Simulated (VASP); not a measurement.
Crystal: ZnS.

```
Zn S
1.0
     0.00000    2.55188    2.55188
     2.55188    0.00000    2.55188
     2.55188    2.55188    0.00000
Zn S
1 1
Direct
  0.00000 0.00000 0.00000
  0.50000 0.50000 0.50000
```

| Property | Result |
| --- | --- |
| Program | VASP 6.6.1 |
| Task | relaxation of cell and atoms |
| Functional | r2SCAN |
| Potentials or basis | VASP PAW PBE potentials, release 64 (Zn, S) |
| Cutoff | 600 eV |
| k mesh | 8 × 8 × 8 |
| Occupations | fermi-dirac, width 0.02 eV |
| Spin | no spin polarisation |

At the start: pressure -2.0 GPa; volume 16.62 Å³/atom.

Where does the relaxation end?

Over 4 steps the energy falls by 2.8 meV/atom and the volume is 16.24 Å³/atom (-2.3 %); space group Fm-3m (No. 225, to 0.1 Å) before and after.

The path:
| step | energy change (eV) | largest force (eV/Å) | pressure (GPa) | volume (Å³) |
| --- | --- | --- | --- | --- |
| 1 | 0.0000 | 0.0000 | -1.98 | 33.24 |
| 2 | -0.0054 | 0.0000 | 0.65 | 32.26 |
| 3 | -0.0057 | 0.0000 | 0.15 | 32.43 |
| 4 | -0.0057 | 0.0000 | 0.02 | 32.48 |

Final structure:
```
CELL_PARAMETERS angstrom
0.00000 2.53250 2.53250
2.53250 0.00000 2.53250
2.53250 2.53250 0.00000
ATOMIC_POSITIONS crystal
Zn 0.00000 0.00000 0.00000
S 0.50000 0.50000 0.50000
```

Caveat: the PAW data sets were made with another functional, which shifts forces and pressure a little.
